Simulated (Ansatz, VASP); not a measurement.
## Two plane-wave programs on Co

```
Co
1.0
     0.00000    3.20688    3.20688
     3.20688    0.00000    3.20688
     3.20688    3.20688    0.00000
Co
6
Direct
  0.25000 0.25000 0.25000
  0.00000 0.00000 0.00000
  0.62500 0.62500 0.12500
  0.62500 0.12500 0.62500
  0.12500 0.62500 0.62500
  0.62500 0.62500 0.62500
```

Alike in both runs: functional PBEsol; k mesh 10 × 10 × 10; occupations gaussian, width 0.1 eV; collinear spin.

Ansatz relaxed the structure, and its values are those at the end. VASP's run is a single point on that final structure, the one shown.

|  | VASP | Ansatz |
| --- | --- | --- |
| version | VASP 6.6.1 | Ansatz 0.2.0 |
| potentials or method | VASP PAW PBE potentials, release 64 (Co), cutoff 520 eV | scalar-relativistic, plane waves, PAW |
| valence electrons in the cell | 54 | 102 |

Ansatz gave:

```
gap on the k mesh at the Fermi level (eV)                     : none
pressure (GPa)                                                : 0.0
net moment per atom (μB)                                      : 1.72
size of the moment on the site where the two differ most (μB) : 1.75
```

Q: What did VASP give for the same quantities?

A: gap on the k mesh at the Fermi level (eV): none; pressure (GPa): -0.9; net moment per atom (μB): 1.71; size of the moment on the site where the two differ most (μB): 1.69.

VASP's potentials were made for PBE, not for PBEsol. Site moments also hang on the region over which each program counts them. A gap of «none» marks a metal or a gap that the smearing closes. VASP's potentials hold 54 valence electrons a cell and Ansatz's 102, so a difference there can come from the potentials and not from the codes.
